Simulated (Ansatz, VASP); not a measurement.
# BaTiO3 in VASP and in Ansatz

```xyz
5
Lattice="2.9679 1.6397 2.3314 -2.9679 1.6397 2.3314 0.0000 -3.2794 2.3314" Properties=species:S:1:pos:R:3 pbc="T T T"
Ba    0.0000    0.0000    0.0195
Ti    0.0000    0.0000    3.6108
O     0.0000   -1.6082    4.5688
O    -1.4555    0.8041    4.5688
O     1.4555    0.8041    4.5688
```

Change from the starting cell: strain +0.0450 x Voigt [1, 0, 0, 0, 0, 0], atoms carried along.

Alike in both runs: task single point; functional r2SCAN; k mesh 6 × 6 × 6; occupations gaussian, width 0.05 eV; no spin polarisation.

|  | VASP | Ansatz |
| --- | --- | --- |
| version | VASP 6.6.1 | Ansatz 0.2.0 |
| potentials or method | VASP PAW PBE potentials, release 64 (Ba_sv, Ti_sv, O), cutoff 520 eV | scalar-relativistic, plane waves, PAW |
| valence electrons in the cell | 40 | 40 |

|  | VASP | Ansatz | Ansatz less VASP |
| --- | --- | --- | --- |
| gap on the k mesh at the Fermi level (eV) | 2.60 | 2.61 | +0.011 |
| least direct gap on the mesh (eV) | 3.06 | 3.04 | -0.017 |
| pressure (GPa) | -5.3 | -6.9 | -1.64 |
| traceless stress, the component that is largest in VASP (GPa) | -6.47 | -6.36 | +0.115 |
| rms of the force components (eV/Å) | 0.167 | 0.211 | +0.0448 |

VASP's potentials were made for PBE, not for r2SCAN. Atom by atom the forces differ by 0.059 eV/Å (rms over components).

Neither program's run includes spin-orbit coupling.
